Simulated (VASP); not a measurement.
Input of a VASP 6.6.1 run:

INCAR

```
  PREC = Accurate
  ENCUT = 520
  EDIFF = 1E-6
  ISMEAR = -1
  SIGMA = 0.1379
  LREAL = False
  LASPH = True
  NELM = 80
  ALGO = Normal
  ISIF = 2
  LWAVE = False
  LCHARG = True
  GGA = PE
  LELF = True
  LVHAR = True
  NBANDS = 41
  ISYM = 0
```

The input KPOINTS:

```
Automatic mesh
0
Gamma
  1 1 1
  0.25 0.25 0.25
```

File POSCAR:

```
SiC6
1.0
    5.2607330000     -0.0401340000      0.1481530000
   -0.0401340000      5.1317960000      0.1176100000
    0.1481530000      0.1176100000      5.3357620000
Si C
2 12
Direct
    0.4824665207      1.0136473625      0.7429966088
    1.0650059821      0.6092743982      0.0981721836
    0.7659895477      0.8469630116      0.5276067468
    0.5643784238      0.7646047649      0.1057315669
    0.3543869586      0.1948471303      0.1769172872
    0.3210029652      0.9219775087      0.1240255230
    0.6411978289      0.5476518215      0.9683224790
    1.0037409000      0.8363941052      0.6360786826
    0.0874741319      0.5714343749      0.7164275783
    0.7283703243      0.7266105710      0.2948235101
    0.1279644905      1.0674062732      0.6798867763
    0.1213965285      0.3383504564      0.5818689707
    0.1960465578      0.3540971654      0.3354622539
    0.5169947510      0.3046594298      0.9706914741
```

Potentials or basis: VASP PAW PBE potentials, release 64 (Si, C).

Run with:

```sh
$ cat potpaw_PBE.64/Si/POTCAR potpaw_PBE.64/C/POTCAR > POTCAR
$ mpirun -np 1 vasp_std > vasp.out
```

Task: Estimate the band gap on the k mesh.

Result: 1.15 eV.

Task: What does it give for the pressure?

Result: -4.7 GPa.

Task: What does it give for the largest force?

Result: 5.726 eV/Å.

Stress tensor (GPa, compression positive):
```
 -1.94  -0.61   6.19
 -0.61  -9.04 -10.05
  6.19 -10.05  -3.02
```

Caveat: the k points lie up to 1.23 Å⁻¹ apart.
